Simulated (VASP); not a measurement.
A run of VASP 6.6.1:

Contents of INCAR:

```
SYSTEM = KZnF3
ALGO     = Normal         ! electronic algorithm
EDIFF    = 1E-7           ! SCF threshold, eV
ENCUT    = 520            ! plane-wave cutoff, eV
ISIF     = 2              ! what is computed and relaxed
ISMEAR   = 0              ! smearing method
LASPH    = .True.         ! aspherical terms in the spheres
LCHARG   = .True.         ! write CHGCAR
LELF     = .True.         ! ELF
LREAL    = .False.        ! projectors in reciprocal space
LVHAR    = .True.       
LWAVE    = .False.        ! write WAVECAR
NBANDS   = 29             ! bands
NELM     = 60             ! most SCF steps
PREC     = Accurate       ! precision mode
SIGMA    = 0.01           ! smearing width, eV
```

KPOINTS

```
k-points
0
Gamma
  6 6 6
  0 0 0
```

File POSCAR:

```
KZnF3
1.0
    4.0461640901      0.0000000000      0.0000000000
    0.0000000000      4.0461640901      0.0000000000
    0.0000000000      0.0000000000      4.0461640901
K Zn F
1 1 3
Direct
    0.0000000000      0.0000000000      0.0000000000
    0.5000000000      0.5000000000      0.5000000000
    0.5000000000      0.5000000000      0.0000000000
    0.0000000000      0.5000000000      0.5000000000
    0.5000000000      0.0000000000      0.5000000000
```

Potentials or basis: VASP PAW LDA potentials, release 64 (K_sv, Zn, F).

Command:

```console
$ cat potpaw_LDA.64/K_sv/POTCAR potpaw_LDA.64/Zn/POTCAR potpaw_LDA.64/F/POTCAR > POTCAR
$ mpirun -np 1 vasp_std > vasp.out
```

Hardware: 1 thread of Intel(R) Xeon(R) 6975P-C (Granite Rapids) (shared host).

**Question.** Estimate the wall time of this run.

**Answer.** It took 17 s on 1 thread of Intel(R) Xeon(R) 6975P-C (Granite Rapids), with other jobs on the host, peak memory 0.16 GiB. Counts: scf iterations 16, k points 20.
